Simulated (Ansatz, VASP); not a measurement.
# Two plane-wave programs on Ga

INCAR

```
  ALGO = Normal
  DIPOL = 0.5 0.5 0.502
  EDIFF = 1E-7
  ENCUT = 520
  GGA = PE
  IDIPOL = 3
  ISIF = 2
  ISMEAR = 0
  LASPH = T
  LCHARG = F
  LDIPOL = T
  LREAL = F
  LWAVE = F
  NBANDS = 54
  NELM = 80
  PREC = Accurate
  SIGMA = 0.1
```

File KPOINTS:

```
k-points
0
Gamma
  12 10 1
```

Contents of POSCAR:

```
Ga
1.0
    2.8080461713      0.0000000000      0.0000000000
    0.1776514392      3.3860583513      0.0000000000
    0.0000000000      0.0000000000     27.0893463968
Ga
7
Direct
    0.5000000000      0.7500000000      0.2768616079
    0.5000000000      0.2500000000      0.3566261634
    0.0000000000      0.7500000000      0.4256205360
    0.0000000000      0.2500000000      0.5053850915
    0.5000000000      0.7500000000      0.5743794640
    0.5000000000      0.2500000000      0.6541440196
    0.0000000000      0.7500000000      0.7231383921
```

Input for Ansatz:

```yaml
crystal:
  lattice:
    - [2.8080461713, 0.0, 0.0]
    - [0.1776514392, 3.3860583513, 0.0]
    - [0.0, 0.0, 27.0893463968]
  atoms:
    - { symbol: Ga, position: [0.5, 0.75, 0.2768616079] }
    - { symbol: Ga, position: [0.5, 0.25, 0.3566261634] }
    - { symbol: Ga, position: [0.0, 0.75, 0.425620536] }
    - { symbol: Ga, position: [0.0, 0.25, 0.5053850915] }
    - { symbol: Ga, position: [0.5, 0.75, 0.574379464] }
    - { symbol: Ga, position: [0.5, 0.25, 0.6541440196] }
    - { symbol: Ga, position: [0.0, 0.75, 0.7231383921] }
basis:
  ecutwfc: 420
kpoints:
  mp_grid: { grid: [12, 10, 1] }
hamiltonian:
  xc: pbe
scf:
  occupations: { method: gaussian, width: 0.1 }
output:
  forces: true
  stress: true
  eigenvalues: true
efield:
  axis: 3
  dipole_correction: true
```

Alike in both runs: task single point; functional PBE; k mesh 12 × 10 × 1; occupations gaussian, width 0.1 eV; no spin polarisation.

|  | VASP | Ansatz |
| --- | --- | --- |
| version | VASP 6.6.1 | Ansatz 0.2.0 |
| potentials or method | VASP PAW PBE potentials, release 64 (Ga_d), cutoff 520 eV | scalar-relativistic, plane waves, PAW |
| valence electrons in the cell | 91 | 91 |

```tsv
	VASP	Ansatz	Ansatz less VASP
gap on the k mesh at the Fermi level (eV)	none	none	-
rms of the force components (eV/Å)	0.062	0.061	-0.0012
```

Atom by atom the forces differ by 0.002 eV/Å (rms over components). A gap of «none» marks a metal or a gap that the smearing closes.
